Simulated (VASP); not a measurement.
Here is a VASP 6.6.1 calculation.

The input POSCAR:

```
KBr
1.0
    5.7287777100      0.0000000000      0.0000000000
   -2.8643888550      4.9612670295      0.0000000000
    0.0000000000      0.0000000000      6.6823692060
K Br
2 2
Direct
    0.3333333333      0.6666666667     -0.0625000000
    0.6666666667      0.3333333333      0.4375000000
    0.3333333333      0.6666666667      0.4375000000
    0.6666666667      0.3333333333      0.9375000000
```

Contents of INCAR.step1:

```
ALGO     = Normal         # electronic algorithm
EDIFF    = 1E-4           # SCF threshold, eV
ENCUT    = 520            # plane-wave cutoff, eV
GGA      = PE             # functional
ISMEAR   = 0              # smearing method
LASPH    = True           # aspherical terms in the spheres
LCHARG   = False          # write CHGCAR
LREAL    = False          # projectors in reciprocal space
LWAVE    = True           # write WAVECAR
NBANDS   = 24             # bands
NELM     = 100            # most SCF steps
PREC     = Accurate       # precision mode
SIGMA    = 0.01           # smearing width, eV
```

The input INCAR.step2:

```
ALGO     = Normal         # electronic algorithm
EDIFF    = 1E-6           # SCF threshold, eV
ENCUT    = 520            # plane-wave cutoff, eV
ISIF     = 2              # what is computed and relaxed
ISMEAR   = 0              # smearing method
ISTART   = 1            
LASPH    = True           # aspherical terms in the spheres
LCHARG   = False          # write CHGCAR
LMIXTAU  = True         
LREAL    = False          # projectors in reciprocal space
LWAVE    = False          # write WAVECAR
METAGGA  = R2SCAN         # meta-GGA
NBANDS   = 24             # bands
NELM     = 100            # most SCF steps
PREC     = Accurate       # precision mode
SIGMA    = 0.01           # smearing width, eV
```

File KPOINTS:

```
k-points
0
Gamma
  6 6 4
```

Potentials or basis: VASP PAW PBE potentials, release 64 (K_sv, Br).

Command:

```bash
$ cat potpaw_PBE.64/K_sv/POTCAR potpaw_PBE.64/Br/POTCAR > POTCAR
$ cp INCAR.step1 INCAR
$ mpirun -np 1 vasp_std > vasp.out
$ cp INCAR.step2 INCAR
$ mpirun -np 1 vasp_std > vasp.out
```

(1) Estimate the pressure.

(2) Predict the band gap on the k mesh.

## Answers

(1) -0.6 GPa.

(2) 4.69 eV.

Caveat: the structure was generated, so it needn't be the stable form of KBr; the PAW data sets were made with another functional, which shifts forces and pressure a little.
